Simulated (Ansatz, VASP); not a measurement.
**Two plane-wave programs on Ga5N6**

```
CELL_PARAMETERS angstrom
3.21626 0.00000 0.00000
0.00000 3.21626 0.00000
0.00000 0.00000 14.37119
ATOMIC_POSITIONS crystal
N 0.00000 0.50000 0.10438
N 0.50000 0.00000 0.26263
N 0.00000 0.50000 0.42088
N 0.50000 0.00000 0.57912
N 0.00000 0.50000 0.73737
N 0.50000 0.00000 0.89562
Ga 0.50000 0.50000 0.18350
Ga 0.00000 0.00000 0.34175
Ga 0.50000 0.50000 0.50000
Ga 0.00000 0.00000 0.65825
Ga 0.50000 0.50000 0.81650
```

Alike in both runs: task single point; functional PBE; k mesh 8 × 8 × 1; occupations gaussian, width 0.05 eV; no spin polarisation.

|  | VASP | Ansatz |
| --- | --- | --- |
| version | VASP 6.6.1 | Ansatz 0.2.0 |
| potentials or method | VASP PAW PBE potentials, release 64 (N, Ga_d), cutoff 520 eV | scalar-relativistic, plane waves, PAW |
| valence electrons in the cell | 95 | 95 |

```tsv
	VASP	Ansatz	Ansatz less VASP
gap on the k mesh at the Fermi level (eV)	none	none	-
rms of the force components (eV/Å)	0.552	0.551	-0.0010
```

A gap of «none» marks a metal or a gap that the smearing closes. With one functional, cell and mesh, what is left measures potentials, basis and numerics. Ansatz's warnings: vacuum density over bound.
